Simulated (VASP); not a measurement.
# Ta2N (P-3m1) in VASP: notebook, part 3 of 3

VASP 6.6.1.

## Step 6: Single point, r2SCAN

This run uses another cell than the first one, of 13.62 Å³/atom, 1.020 times its volume.

Contents of POSCAR:

```
Ta2N
1.0
    3.1128615060      0.0000000000      0.0000000000
   -1.5564307530      2.6958171426      0.0000000000
    0.0000000000      0.0000000000      4.8698410000
Ta N
2 1
Direct
    0.6666666700      0.3333333300      0.7452890000
    0.3333333300      0.6666666700      0.2547110000
    0.0000000000      0.0000000000      0.0000000000
```

Contents of INCAR.step1:

```
SYSTEM = Ta2N
ALGO     = Normal         ! electronic algorithm
EDIFF    = 1E-5           ! SCF threshold, eV
ENCUT    = 660            ! plane-wave cutoff, eV
GGA      = PE             ! functional
GGA_COMPAT= .False.      
ISMEAR   = 0              ! smearing method
LASPH    = .True.         ! aspherical terms in the spheres
LCHARG   = .False.        ! write CHGCAR
LREAL    = .False.        ! projectors in reciprocal space
LWAVE    = .True.         ! write WAVECAR
NBANDS   = 22             ! bands
NELM     = 120            ! most SCF steps
PREC     = Accurate       ! precision mode
SIGMA    = 0.1            ! smearing width, eV
```

Contents of INCAR.step2:

```
SYSTEM = Ta2N
ALGO     = Normal         ! electronic algorithm
EDIFF    = 1E-6           ! SCF threshold, eV
ENCUT    = 660            ! plane-wave cutoff, eV
GGA_COMPAT= .False.      
ISIF     = 2              ! what is computed and relaxed
ISMEAR   = 0              ! smearing method
ISTART   = 1            
LASPH    = .True.         ! aspherical terms in the spheres
LCHARG   = .False.        ! write CHGCAR
LMIXTAU  = .True.       
LREAL    = .False.        ! projectors in reciprocal space
LWAVE    = .False.        ! write WAVECAR
METAGGA  = R2SCAN         ! meta-GGA
NBANDS   = 22             ! bands
NELM     = 120            ! most SCF steps
PREC     = Accurate       ! precision mode
SIGMA    = 0.1            ! smearing width, eV
```

Contents of KPOINTS:

```
k-points
0
Gamma
  6 6 4
  0 0 0
```

Potentials or basis: VASP PAW PBE potentials, release 64 (Ta_sv_GW, N).

On the command line:

```bash
cat potpaw_PBE.64/Ta_sv_GW/POTCAR potpaw_PBE.64/N/POTCAR > POTCAR
cp INCAR.step1 INCAR
mpirun -np 1 vasp_std > vasp.out
cp INCAR.step2 INCAR
mpirun -np 1 vasp_std > vasp.out
```

OUTCAR:

```text
SYSTEM = Ta2N
   EDIFF = 1E-6
   ENCUT = 660
   ISIF = 2
   ISMEAR = 0
   ISTART = 1
   LASPH = .True.
   LREAL = .False.
   METAGGA = R2SCAN
   NELM = 120
   PREC = Accurate

 ion  position               nearest neighbor table
   1  0.667  0.333  0.745-   3 2.18   3 2.18   3 2.18   2 2.99   2 2.99   2 2.99   2 3.06   2 3.06
                             2 3.06
   2  0.333  0.667  0.255-   3 2.18   3 2.18   3 2.18   1 2.99   1 2.99   1 2.99   1 3.06   1 3.06
                             1 3.06
   3  0.000  0.000  0.000-   1 2.18   2 2.18   2 2.18   1 2.18   1 2.18   2 2.18

[... 795 lines left out ...]
  FORCE on cell =-STRESS in cart. coord.  units (eV):
  Direction    XX          YY          ZZ          XY          YZ          ZX
  --------------------------------------------------------------------------------------
  -------------------------------------------------------------------------------------
  Total       -1.5740551     -1.5740551     -1.0092836      0.0000000      0.0000000      0.0000000
  in kB      -61.7114144    -61.7114144    -39.5693393      0.0000000      0.0000000      0.0000000
  external PRESSURE =     -54.3307227 kB  Pullay stress =       0.0000000 kB

 VOLUME and BASIS-vectors are now :
 -----------------------------------------------------------------------------
  energy-cutoff  :      660.00
  volume of cell :       40.87
      direct lattice vectors                 reciprocal lattice vectors
     3.112861506  0.000000000  0.000000000     0.321247829  0.185472520  0.000000000
    -1.556430753  2.695817143  0.000000000     0.000000000  0.370945041  0.000000000
     0.000000000  0.000000000  4.869841000     0.000000000  0.000000000  0.205345513

 POSITION                                       TOTAL-FORCE (eV/Angst)
 -----------------------------------------------------------------------------------
      1.55643      0.89861      3.62944        -0.000000     -0.000000      0.146778
     -0.00000      1.79721      1.24040         0.000000      0.000000     -0.146778
      0.00000      0.00000      0.00000        -0.000000      0.000000      0.000000
 -----------------------------------------------------------------------------------
    total drift:                                0.000000      0.000000      0.000000

  FREE ENERGIE OF THE ION-ELECTRON SYSTEM (eV)
  ---------------------------------------------------
  free  energy   TOTEN  =      -114.0741361659 eV

  energy  without entropy=     -114.0675293394  energy(sigma->0) =     -114.07083275
```

Run time: 94 s. Hardware: 1 thread of AMD EPYC 9R45 (Zen 5), shared host; peak memory 0.18 GiB.

What came out:

| Property | Result |
| --- | --- |
| Free energy | -114.0741 eV |
| Pressure | -5.4 GPa |
| Largest force | 0.147 eV/Å |

Forces on the atoms (eV/Å):
```
Ta   0.000  0.000  0.147
Ta   0.000  0.000 -0.147
N    0.000  0.000  0.000
```

Stress tensor (GPa, compression positive):
```
-6.17  0.00  0.00
 0.00 -6.17  0.00
 0.00  0.00 -3.96
```

Levels at points of the mesh, in eV from the Fermi level:
| k point | band 11 | band 12 | band 13 | band 14 | band 15 | band 16 | band 17 | band 18 | band 19 | band 20 |
| --- | --- | --- | --- | --- | --- | --- | --- | --- | --- | --- |
| (0.00, 0.00, 0.00) | -6.48 | -6.48 | -5.48 | -0.71 | -0.28 | -0.28 | 0.10 | 0.26 | 0.26 | 1.12 |
| (0.50, 0.00, 0.00) | -6.97 | -6.80 | -4.79 | -3.00 | -1.70 | 1.74 | 1.86 | 3.77 | 4.02 | 4.26 |
| (0.00, 0.00, 0.50) | -6.66 | -6.66 | -3.09 | -3.05 | -1.18 | -1.18 | 1.72 | 1.98 | 2.31 | 2.31 |
| (0.50, 0.00, 0.50) | -7.12 | -6.54 | -3.49 | -2.55 | -2.38 | -0.45 | 0.65 | 3.34 | 3.55 | 4.03 |

Caveat: the k points lie up to 0.39 Å⁻¹ apart; the PAW data sets were made with another functional, which shifts forces and pressure a little; spin-orbit coupling is left out, which moves the levels of the heavy elements.

## Step 7: Overview

| potentials or basis | spin | cell | cutoff (eV) | second run | gap on the mesh (eV) | pressure (GPa) | largest force (eV/Å) |
| --- | --- | --- | --- | --- | --- | --- | --- |
| VASP PAW PBE potentials, release 64 (Ta_pv, N) | off | a = 3.062, b = 3.062, c = 4.935 Å, angles 90.0, 90.0, 120.0°, 3 atoms | 520 | - | none | 1.1 | 0.06 |
| VASP PAW PBE potentials, release 64 (Ta_pv, N) | off | a = 3.113, b = 3.113, c = 4.870 Å, angles 90.0, 90.0, 120.0°, 3 atoms | 520 | - | none | -4.2 | 0.13 |
| VASP PAW PBE potentials, release 64 (Ta_pv, N) | collinear, ferromagnetic start | a = 3.113, b = 3.113, c = 4.870 Å, angles 90.0, 90.0, 120.0°, 3 atoms | 520 | - | none | -4.2 | 0.13 |
| VASP PAW PBE potentials, release 64 (Ta_sv_GW, N) | off | a = 3.062, b = 3.062, c = 4.935 Å, angles 90.0, 90.0, 120.0°, 3 atoms | 660 | valence_matched | none | -0.3 | 0.04 |
| VASP PAW PBE potentials, release 64 (Ta_sv_GW, N) | off | a = 3.113, b = 3.113, c = 4.870 Å, angles 90.0, 90.0, 120.0°, 3 atoms | 660 | valence_matched | none | -5.4 | 0.15 |

Alike in all rows: task single point; level r2SCAN; k mesh 6 × 6 × 4; smearing gaussian 0.1 eV.

Caveats: all runs use coarse meshes; the PAW data sets were made with another functional, which shifts forces and pressure a little; spin-orbit coupling is left out, which moves the levels of the heavy elements.

Absolute energies hang on the potentials; compare differences alone.
